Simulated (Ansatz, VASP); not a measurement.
# One calculation of Pt, two programs

INCAR

```
PREC = Accurate ; ENCUT = 600
EDIFF = 1E-6 ; ISMEAR = 0
SIGMA = 0.1 ; LREAL = False
LASPH = True ; NELM = 60
ALGO = Fast ; ISIF = 3
LWAVE = False ; LCHARG = False
GGA = PE ; IBRION = 2
NSW = 100 ; EDIFFG = -0.01
```

KPOINTS

```
Automatic mesh
0
Gamma
  12 12 16
```

File POSCAR:

```
Pt
1.0
    4.5212125831      0.0000000000      0.0000000000
   -2.2606062915      3.9154849529      0.0000000000
    0.0000000000      0.0000000000      2.7198653448
Pt
3
Direct
    0.0000000000      0.0000000000      0.0000000000
    0.6666666667      0.3333333333      0.5000000000
    0.3333333333      0.6666666667      0.5000000000
```

Input for Ansatz:

```yaml
crystal:
  lattice:
    - [4.5212125831, 0.0, 0.0]
    - [-2.2606062915, 3.9154849529, 0.0]
    - [0.0, 0.0, 2.7198653448]
  atoms:
    - { symbol: Pt, position: [0.0, 0.0, 0.0] }
    - { symbol: Pt, position: [0.6666666667, 0.3333333333, 0.5] }
    - { symbol: Pt, position: [0.3333333333, 0.6666666667, 0.5] }
basis:
  ecutwfc: 420
kpoints:
  mp_grid: { grid: [12, 12, 16] }
hamiltonian:
  xc: pbe
scf:
  occupations: { method: gaussian, width: 0.1 }
output:
  forces: true
  stress: true
  eigenvalues: true
  write_density: true
  write_potential: true
  elf: true
  volumetric_format: npy
relax:
  adjacent_minimum: "off"
  f_tol: 0.01
  max_steps: 80
  cell: { stress_tol: 0.05 }
```

Alike in both runs: task relaxation of cell and atoms; functional PBE; k mesh 12 × 12 × 16; occupations gaussian, width 0.1 eV; no spin polarisation.

|  | VASP | Ansatz |
| --- | --- | --- |
| version | VASP 6.6.1 | Ansatz 0.2.0 |
| potentials or method | VASP PAW PBE potentials, release 64 (Pt), cutoff 600 eV | scalar-relativistic, plane waves, PAW |
| valence electrons in the cell | 30 | 54 |

```csv
,VASP,Ansatz,Ansatz less VASP
"gap on the k mesh at the Fermi level, each at its own relaxed structure (eV)",none,none,-
relaxed volume (Å³/atom),16.00,16.02,+0.026
relaxed cell length with the largest relative difference (Å),2.705,2.706,+0.0016
```

A gap of «none» marks a metal or a gap that the smearing closes. VASP's potentials hold 30 valence electrons a cell and Ansatz's 54, so a difference there can come from the potentials and not from the codes.

Spin-orbit coupling is off throughout.
